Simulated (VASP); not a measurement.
# MgSe (Fm-3m) in VASP: notebook, part 2 of 3

VASP 6.6.1. The steps go on from the part before.

### Step 4. Single point, r2SCAN (volume changed by +3%)

POSCAR

```
MgSe
1.0
    0.0000000000      2.7633629144      2.7633629144
    2.7633629144      0.0000000000      2.7633629144
    2.7633629144      2.7633629144      0.0000000000
Mg Se
1 1
Direct
    0.0000000000      0.0000000000      0.0000000000
    0.5000000000      0.5000000000      0.5000000000
```

INCAR.step1

```
PREC = Accurate ; ENCUT = 660
ISMEAR = 0 ; SIGMA = 0.01
LREAL = F ; LASPH = T
NELM = 120 ; NBANDS = 11
GGA = PE ; ALGO = Normal
EDIFF = 1E-5 ; LWAVE = T
LCHARG = F ; GGA_COMPAT = F
```

INCAR.step2

```
PREC = Accurate ; ENCUT = 660
EDIFF = 1E-6 ; ISMEAR = 0
SIGMA = 0.01 ; LREAL = F
LASPH = T ; NELM = 120
ALGO = Normal ; ISIF = 2
LWAVE = F ; LCHARG = T
METAGGA = R2SCAN ; LMIXTAU = T
LELF = T ; LVHAR = T
NBANDS = 11 ; ISTART = 1
GGA_COMPAT = F
```

KPOINTS

```
Automatic mesh
0
Gamma
  6 6 6
```

Potentials or basis: VASP PAW PBE potentials, release 64 (Mg, Se).

Run with:

```bash
$ cat potpaw_PBE.64/Mg/POTCAR potpaw_PBE.64/Se/POTCAR > POTCAR
$ cp INCAR.step1 INCAR
$ mpirun -np 1 vasp_std > vasp.out
$ cp INCAR.step2 INCAR
$ mpirun -np 1 vasp_std > vasp.out
```

OUTCAR:

```text
PREC = Accurate
   ENCUT = 660
   EDIFF = 1E-6
   ISMEAR = 0
   LREAL = F
   LASPH = T
   NELM = 120
   ISIF = 2
   METAGGA = R2SCAN
   ISTART = 1

 ion  position               nearest neighbor table
   1  0.000  0.000  0.000-   2 2.76   2 2.76   2 2.76   2 2.76   2 2.76   2 2.76
   2  0.500  0.500  0.500-   1 2.76   1 2.76   1 2.76   1 2.76   1 2.76   1 2.76

  LATTYP: Found a face centered cubic cell.
 ALAT       =     5.5267258288

  Lattice vectors:

 A1 = (   0.0000000000,   2.7633629144,   2.7633629144)
 A2 = (   2.7633629144,   0.0000000000,   2.7633629144)
 A3 = (   2.7633629144,   2.7633629144,   0.0000000000)

Analysis of symmetry for initial positions (statically):
=====================================================================
 Subroutine PRICEL returns:
 Original cell was already a primitive cell.

 Routine SETGRP: Setting up the symmetry group for a
 face centered cubic supercell.

 Subroutine GETGRP returns: Found 48 space group operations
 (whereof 48 operations were pure point group operations)
 out of a pool of 48 trial point group operations.

The static configuration has the point symmetry O_h .

Analysis of symmetry for dynamics (positions and initial velocities):
=====================================================================
 Subroutine PRICEL returns:
 Original cell was already a primitive cell.

 Routine SETGRP: Setting up the symmetry group for a
 face centered cubic supercell.

 Subroutine GETGRP returns: Found 48 space group operations
 (whereof 48 operations were pure point group operations)
 out of a pool of 48 trial point group operations.

The dynamic configuration has the point symmetry O_h .

 Subroutine INISYM returns: Found 48 space group operations
 (whereof 48 operations are pure point group operations),
 and found     1 'primitive' translations

----------------------------------------------------------------------------------------

                                     Primitive cell

  volume of cell :      42.2030

  direct lattice vectors                    reciprocal lattice vectors
     0.000000000  2.763362914  2.763362914    -0.180938956  0.180938956  0.180938956
     2.763362914  0.000000000  2.763362914     0.180938956 -0.180938956  0.180938956
     2.763362914  2.763362914  0.000000000     0.180938956  0.180938956 -0.180938956

  length of vectors
     3.907985311  3.907985311  3.907985311     0.313395464  0.313395464  0.313395464

  position of ions in fractional coordinates (direct lattice)
     0.000000000  0.000000000  0.000000000
     0.500000000  0.500000000  0.500000000

  ion indices of the primitive-cell ions
   primitive index   ion index
                 1           1
                 2           2

----------------------------------------------------------------------------------------

 KPOINTS: Automatic mesh

Automatic generation of k-mesh.
 Grid dimensions read from file:
 generate k-points for:    6    6    6

 Generating k-lattice:

  Cartesian coordinates                     Fractional coordinates (reciprocal lattice)
    -0.030156493  0.030156493  0.030156493     0.166666667  0.000000000  0.000000000
     0.030156493 -0.030156493  0.030156493     0.000000000  0.166666667  0.000000000
     0.030156493  0.030156493 -0.030156493     0.000000000  0.000000000  0.166666667

  Length of vectors
     0.052232577  0.052232577  0.052232577

  Shift w.r.t. Gamma in fractional coordinates (k-lattice)
     0.000000000  0.000000000  0.000000000

 Subroutine IBZKPT returns following result:
 ===========================================

 Found     16 irreducible k-points:

 Following reciprocal coordinates:
            Coordinates               Weight
  0.000000  0.000000  0.000000      1.000000
  0.166667  0.000000  0.000000      8.000000
  0.333333  0.000000  0.000000      8.000000
  0.500000  0.000000  0.000000      4.000000
  0.166667  0.166667  0.000000      6.000000
  0.333333  0.166667  0.000000     24.000000
[... 8 lines left out ...]
 -0.333333  0.333333  0.166667     24.000000
 -0.333333  0.500000  0.166667     12.000000
   k-points           NKPTS =     16   k-points in BZ     NKDIM =     16   number of bands    NBANDS=     11
   number of dos      NEDOS =    301   number of ions     NIONS =      2
   total plane-waves  NPLWV =  46656
   dimension x,y,z NGX =    36 NGY =   36 NGZ =   36
   dimension x,y,z NGXF=    72 NGYF=   72 NGZF=   72
   ions per type =               1   1
   NGX,Y,Z   is equivalent  to a cutoff of  15.31, 15.31, 15.31 a.u.
   NGXF,Y,Z  is equivalent  to a cutoff of  30.63, 30.63, 30.63 a.u.
 SYSTEM =  unknown system
   PREC   = accura    normal or accurate (medium, high low for compatibility)
   ISTART =      1    job   : 0-new  1-cont  2-samecut
   ICHARG =      0    charge: 1-file 2-atom 10-const
   ISPIN  =      1    spin polarized calculation?
   LNONCOLLINEAR =      F non collinear calculations
   LSORBIT =      F    spin-orbit coupling
   LASPH  =      T    aspherical Exc in radial PAW
   ENCUT  =  660.0 eV  48.51 Ry    6.96 a.u.   8.19  8.19  8.19*2*pi/ulx,y,z
   NELM   =    120;   NELMIN=  2; NELMDL=  0     # of ELM steps
   EDIFF  = 0.1E-05   stopping-criterion for ELM
   LREAL  =      F    real-space projection
   EDIFFG = 0.1E-04   stopping-criterion for IOM
   NSW    =      0    number of steps for IOM
   IBRION =     -1    ionic relax: 0-MD 1-quasi-New 2-CG
   NFREE  =      0    steps in history (QN), initial steepest desc. (CG)
   ISIF   =      2    stress and relaxation
   ISYM   =      2    0-nonsym 1-usesym 2-fastsym
   POTIM  = 0.5000    time-step for ionic-motion
   TEBEG  =    0.0;   TEEND  =   0.0 temperature during run
   PSTRESS=    0.0 pullay stress
   NELECT =       8.0000    total number of electrons
   NUPDOWN=      -1.0000    fix difference up-down
   EMIN   =  10.00;   EMAX   =-10.00  energy-range for DOS
   EFERMI =   0.00;   METHOD = LEGACY
   ISMEAR =     0;   SIGMA  =   0.01  broadening in eV -4-tet -1-fermi 0-gaus
   EFERMI_NEDOS =   21; number of points for ismear=-14 and -15
   IALGO  =     38    algorithm
   IMIX   =      4    mixing-type and parameters
     AMIX     =   0.40;   BMIX     =  1.00
     AMIX_MAG =   1.60;   BMIX_MAG =  1.00
  volume/ion in A,a.u.               =      21.10       142.40
  Fermi-wavevector in a.u.,A,eV,Ry     =   0.940424  1.777143 12.032948  0.884397
  Thomas-Fermi vector in A             =   2.067834
   LORBIT       =      0    0 simple, 1 ext, 2 COOP (PROOUT), +10 PAW based schemes
   METAGGA = R2SCAN    functional components
   LHFCALC =     F    Hartree Fock is set to
   AEXX    =    0.0000 exact exchange contribution
   IVDW    =     0    specifies the selected vdW correction
   LEPSILON=     F    determine dielectric tensor
   LRPA    =     F    only Hartree local field effects (RPA)
 non-spin polarized calculation
 Gauss-broadening in eV      SIGMA  =   0.01
  energy-cutoff  :      660.00
  volume of cell :       42.20
 maximum number of plane-waves:      1660
 NGX is ok and might be reduce to    36
   NGX = 17   NGY = 17   NGZ = 17

 number of electron       8.0000000 magnetization

 Free energy of the ion-electron system (eV)
  ---------------------------------------------------
  ext. energy  EPLUGINS =         0.00000000
  ---------------------------------------------------
  free energy    TOTEN  =       -21.36867343 eV

  energy without entropy =      -21.36867343  energy(sigma->0) =      -21.36867343

 E-fermi :   2.6977     XC(G=0):  -9.6770

 val. band max:        2.6306267401   @ k =   0.0000   0.0000   0.0000
 cond. band min:       5.0161700231   @ k =   0.5000   0.5000   0.0000
 fundamental gap:      2.3855432830
 Fermi energy:         2.6976529489

 k-point     1 :       0.0000    0.0000    0.0000
  band No.  band energies     occupation
      1     -10.5263      2.00000
      2       2.6306      2.00000
      3       2.6306      2.00000
      4       2.6306      2.00000
      5       5.8320      0.00000
      6      10.6679      0.00000
      7      10.6679      0.00000
      8      10.6679      0.00000
      9      13.1201      0.00000
     10      13.1201      0.00000
     11      14.5411      0.00000
[... 197 lines left out ...]
 k-point    16 :      -0.3333    0.5000    0.1667
  band No.  band energies     occupation
      1      -9.1326      2.00000
      2      -1.0420      2.00000
      3       0.0755      2.00000
      4       0.3801      2.00000
      5       6.7132      0.00000
      6       9.0650      0.00000
      7      11.4025      0.00000
      8      12.7447      0.00000
      9      15.9554      0.00000
     10      17.2797      0.00000
     11      17.8192      0.00000

------------------------ aborting loop because EDIFF is reached ----------------------------------------

  FORCE on cell =-STRESS in cart. coord.  units (eV):
  Direction    XX          YY          ZZ          XY          YZ          ZX
  --------------------------------------------------------------------------------------
  -------------------------------------------------------------------------------------
  Total       -0.5614929     -0.5614929     -0.5614929      0.0000000     -0.0000000     -0.0000000
  in kB      -21.3162622    -21.3162622    -21.3162622      0.0000000     -0.0000000     -0.0000000
  external PRESSURE =     -21.3162622 kB  Pullay stress =       0.0000000 kB

 VOLUME and BASIS-vectors are now :
 -----------------------------------------------------------------------------
  energy-cutoff  :      660.00
  volume of cell :       42.20
      direct lattice vectors                 reciprocal lattice vectors
     0.000000000  2.763362914  2.763362914    -0.180938956  0.180938956  0.180938956
     2.763362914  0.000000000  2.763362914     0.180938956 -0.180938956  0.180938956
     2.763362914  2.763362914  0.000000000     0.180938956  0.180938956 -0.180938956

 POSITION                                       TOTAL-FORCE (eV/Angst)
 -----------------------------------------------------------------------------------
      0.00000      0.00000      0.00000        -0.000000     -0.000000     -0.000000
      2.76336      2.76336      2.76336         0.000000      0.000000      0.000000
 -----------------------------------------------------------------------------------
    total drift:                                0.000000      0.000000      0.000000

  FREE ENERGIE OF THE ION-ELECTRON SYSTEM (eV)
  ---------------------------------------------------
  free  energy   TOTEN  =       -21.3686734273 eV

  energy  without entropy=      -21.3686734273  energy(sigma->0) =      -21.36867343
```

OUTCAR.step1:

```text
PREC = Accurate
   ENCUT = 660
   ISMEAR = 0
   LREAL = F
   LASPH = T
[... 434 lines left out ...]
 -----------------------------------------------------------------------------------
      0.00000      0.00000      0.00000        -0.000000      0.000000      0.000000
      2.76336      2.76336      2.76336         0.000000     -0.000000     -0.000000
 -----------------------------------------------------------------------------------
    total drift:                                0.000000      0.000000      0.000000

  FREE ENERGIE OF THE ION-ELECTRON SYSTEM (eV)
  ---------------------------------------------------
  free  energy   TOTEN  =        -7.4848052062 eV

  energy  without entropy=       -7.4848052062  energy(sigma->0) =       -7.48480521
```

It took 74 s on 1 thread of Intel Xeon Platinum 8259CL at 2.50GHz (Skylake/Cascade Lake), shared host; peak memory 0.22 GiB.

Results:

| Property | Result |
| --- | --- |
| Free energy | -21.3687 eV |
| Pressure | -2.1 GPa |
| Band gap on the k mesh | 2.39 eV, indirect (least direct gap 3.20 eV) |

Levels at points of the mesh, in eV from the valence-band top:
```csv
k point,band 2,band 3,band 4,band 5,band 6,band 7
"(0.00, 0.00, 0.00)",0.00,0.00,0.00,3.20,8.04,8.04
"(0.50, 0.00, 0.00)",-4.75,-0.56,-0.56,4.46,6.66,6.66
"(0.50, 0.50, 0.00)",-4.10,-1.72,-1.72,2.39,4.64,12.43
```

Caveat: the PAW data sets were made with another functional, which shifts forces and pressure a little. A k mesh can miss the band edges.

### Step 5. Single point, r2SCAN (volume changed by +6%)

POSCAR

```
MgSe
1.0
    0.0000000000      2.7899353418      2.7899353418
    2.7899353418      0.0000000000      2.7899353418
    2.7899353418      2.7899353418      0.0000000000
Mg Se
1 1
Direct
    0.0000000000      0.0000000000      0.0000000000
    0.5000000000      0.5000000000      0.5000000000
```

INCAR.step1

```
PREC = Accurate
ENCUT = 660
ISMEAR = 0
SIGMA = 0.01
LREAL = False
LASPH = True
NELM = 120
NBANDS = 11
GGA = PE
ALGO = Normal
EDIFF = 1E-5
LWAVE = True
LCHARG = False
GGA_COMPAT = False
```

INCAR.step2

```
PREC = Accurate
ENCUT = 660
EDIFF = 1E-6
ISMEAR = 0
SIGMA = 0.01
LREAL = False
LASPH = True
NELM = 120
ALGO = Normal
ISIF = 2
LWAVE = False
LCHARG = True
METAGGA = R2SCAN
LMIXTAU = True
LELF = True
LVHAR = True
NBANDS = 11
ISTART = 1
GGA_COMPAT = False
```

KPOINTS

```
regular mesh
0
Gamma
  6 6 6
```

Run with:

```bash
$ cat potpaw_PBE.64/Mg/POTCAR potpaw_PBE.64/Se/POTCAR > POTCAR
$ cp INCAR.step1 INCAR
$ mpirun -np 1 vasp_std > vasp.out
$ cp INCAR.step2 INCAR
$ mpirun -np 1 vasp_std > vasp.out
```

It took 68 s on 1 thread of Intel Xeon Platinum 8259CL at 2.50GHz (Skylake/Cascade Lake), shared host; peak memory 0.22 GiB.

The run converged. Its results:

```
Free energy            : -21.3462 eV
Pressure               : -3.7 GPa
Band gap on the k mesh : 2.33 eV, indirect (least direct gap 3.01 eV)
```

Levels at points of the mesh, in eV from the valence-band top:
```tsv
k point	band 1	band 2	band 3	band 4	band 5	band 6	band 7	band 8
(0.00, 0.00, 0.00)	-13.01	0.00	0.00	0.00	3.01	8.04	8.04	8.04
(0.50, 0.00, 0.00)	-12.01	-4.60	-0.53	-0.53	4.42	6.61	6.61	9.08
(0.50, 0.50, 0.00)	-11.72	-3.95	-1.65	-1.65	2.33	4.71	12.14	12.62
```

Caveat: the PAW data sets were made with another functional, which shifts forces and pressure a little. A k mesh can miss the band edges.

(Continued in part 3 of 3.)
